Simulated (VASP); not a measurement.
A run of VASP 6.6.1:

Contents of INCAR:

```
SYSTEM = Ga
PREC     = Accurate       ! precision mode
ENCUT    = 520            ! plane-wave cutoff, eV
EDIFF    = 1E-7           ! SCF threshold, eV
ISMEAR   = -1             ! smearing method
SIGMA    = 0.1            ! smearing width, eV
LREAL    = .FALSE.        ! projectors in reciprocal space
LASPH    = .TRUE.         ! aspherical terms in the spheres
NELM     = 100            ! most SCF steps
ALGO     = Normal         ! electronic algorithm
ISIF     = 2              ! what is computed and relaxed
LWAVE    = .FALSE.        ! write WAVECAR
LCHARG   = .FALSE.        ! write CHGCAR
GGA      = PS             ! functional
NBANDS   = 12             ! bands
```

Contents of KPOINTS:

```
regular mesh
0
G
  16 16 15
  0 0 0
```

Contents of POSCAR:

```
Ga
1.0
    2.6988367191      0.0000000000      0.0000000000
   -1.3494183595      2.3372611594      0.0000000000
    0.0000000000      0.0000000000      2.5973914484
Ga
1
Direct
    0.0000000000      0.0000000000      0.0000000000
```

Potentials or basis: VASP PAW PBE potentials, release 64 (Ga_d).

Command:

```console
$ cat potpaw_PBE.64/Ga_d/POTCAR > POTCAR
$ mpirun -np 1 vasp_std > vasp.out
```

Hardware: 1 thread of Intel Xeon 8259CL, with other jobs on the host.

Estimate the wall time of this run.

Run time: 44 s on 1 thread of Intel Xeon 8259CL, with other jobs on the host, peak memory 0.16 GiB. Counts: scf iterations 10, k points 240.
